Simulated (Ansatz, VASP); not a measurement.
**One calculation of SiC, two programs**

INCAR

```
SYSTEM = SiC
PREC = Accurate
ENCUT = 520
EDIFF = 1E-6
ISMEAR = 0
SIGMA = 0.05
LREAL = .FALSE.
LASPH = .TRUE.
NELM = 60
ALGO = Normal
ISIF = 2
LWAVE = .FALSE.
LCHARG = .FALSE.
GGA = PS
NBANDS = 11
```

File KPOINTS:

```
Automatic mesh
0
G
  10 10 10
  0 0 0
```

POSCAR

```
SiC
1.0
    0.0000000000      2.1783895848      2.1783895848
    2.1783895848      0.0000000000      2.1783895848
    2.1783895848      2.1783895848      0.0000000000
Si C
1 1
Direct
    0.0000000000      0.0094234607      0.0000000000
    0.7500000000      0.7279653739      0.7500000000
```

Input for Ansatz:

```yaml
crystal:
  lattice:
    - [0.0, 2.1783895848, 2.1783895848]
    - [2.1783895848, 0.0, 2.1783895848]
    - [2.1783895848, 2.1783895848, 0.0]
  atoms:
    - { symbol: Si, position: [0.0, 0.0094234607, 0.0] }
    - { symbol: C, position: [0.75, 0.7279653739, 0.75] }
basis:
  ecutwfc: 520.0
kpoints:
  mp_grid: { grid: [10, 10, 10] }
hamiltonian:
  xc: pbesol
scf:
  occupations: { method: gaussian, width: 0.05 }
output:
  forces: true
  stress: true
  eigenvalues: true
```

Change from the starting cell: mode 4 frozen in at -0.048 Å and mode 5 at -0.048 Å (largest displacements).

Alike in both runs: task single point; functional PBEsol; k mesh 10 × 10 × 10; occupations gaussian, width 0.05 eV; no spin polarisation.

|  | VASP | Ansatz |
| --- | --- | --- |
| version | VASP 6.6.1 | Ansatz 0.2.0 |
| potentials or method | VASP PAW PBE potentials, release 64 (Si, C), cutoff 520 eV | scalar-relativistic, plane waves, PAW |
| valence electrons in the cell | 8 | 8 |

Ansatz gave:

```
gap on the k mesh at the Fermi level (eV)                     : 0.79
least direct gap on the mesh (eV)                             : 4.26
pressure (GPa)                                                : 1.1
traceless stress, the component that is largest in VASP (GPa) : -4.62
rms of the force components (eV/Å)                            : 1.096
```

Question: Which values does VASP return?

Answer: gap on the k mesh at the Fermi level (eV): 0.78; least direct gap on the mesh (eV): 4.25; pressure (GPa): 1.5; traceless stress, the component that is largest in VASP (GPa): -4.68; rms of the force components (eV/Å): 1.099.

VASP's potentials were made for PBE, not for PBEsol. Atom by atom the forces differ by 0.003 eV/Å (rms over components).
